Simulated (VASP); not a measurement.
Write the native input for VASP 6.6.1 that does the following.

```
Task                   : single point
Functional             : PBE
Potentials or basis    : VASP PAW PBE potentials, release 64 (Re, Rh_pv, O)
Cutoff                 : 520 eV
k mesh                 : 4 × 4 × 6
Occupations            : gaussian, width 0.1 eV
Spin                   : collinear spin, ferromagnetic start
Starting moments       : [1.0, 1.0, 0.0] μB
Dipole correction      : no
Further INCAR settings : ALGO = Normal; EDIFF = 1e-06; NBANDS = 25
```

The structure of ReRhO lies in POSCAR:

```
ReRhO
1.0
    3.8991482500      0.0000000000      0.0000000000
    0.0000000000      3.8991482500      0.0000000000
    0.0000000000      0.0000000000      2.8582716700
Re Rh O
1 1 1
Direct
    0.0000000000      0.0000000000      0.5000000000
    0.5000000000      0.5000000000      0.0000000000
    0.5000000000      0.5000000000      0.5000000000
```

The cell was generated, and may not be a known phase.

These files were run (other wordings do the same):

INCAR

```
SYSTEM = ReRhO
PREC = Accurate
ENCUT = 520
EDIFF = 1E-6
ISMEAR = 0
SIGMA = 0.1
LREAL = .False.
LASPH = .True.
NELM = 150
ALGO = Normal
ISIF = 2
LWAVE = .False.
LCHARG = .True.
ISPIN = 2
MAGMOM = 1 1 0
LORBIT = 11
LMAXMIX = 4
GGA = PE
LELF = .True.
LVHAR = .True.
NBANDS = 25
```

KPOINTS

```
Automatic mesh
0
Gamma
  4 4 6
  0 0 0
```

Potentials or basis: VASP PAW PBE potentials, release 64 (Re, Rh_pv, O).

The run is started by

```sh
$ cat potpaw_PBE.64/Re/POTCAR potpaw_PBE.64/Rh_pv/POTCAR potpaw_PBE.64/O/POTCAR > POTCAR
$ mpirun -np 1 vasp_std > vasp.out
```

Results of the run:

```
Pressure                                              : 124.7 GPa
Net moment                                            : 2.55 μB per cell
Site moments                                          : Re +2.16; Rh +0.06; O +0.07 μB
Valence electrons inside the program's atomic spheres : Re 5.43; Rh 15.59; O 5.57
```

Caveat: the k points lie up to 0.40 Å⁻¹ apart; atoms lie so close that the PAW spheres overlap strongly, which falsifies energies and pressures.

Wall time 4.3 min on 1 thread of Oxide Virtual Turin-like Processor, with other jobs on the host, peak memory 0.17 GiB.
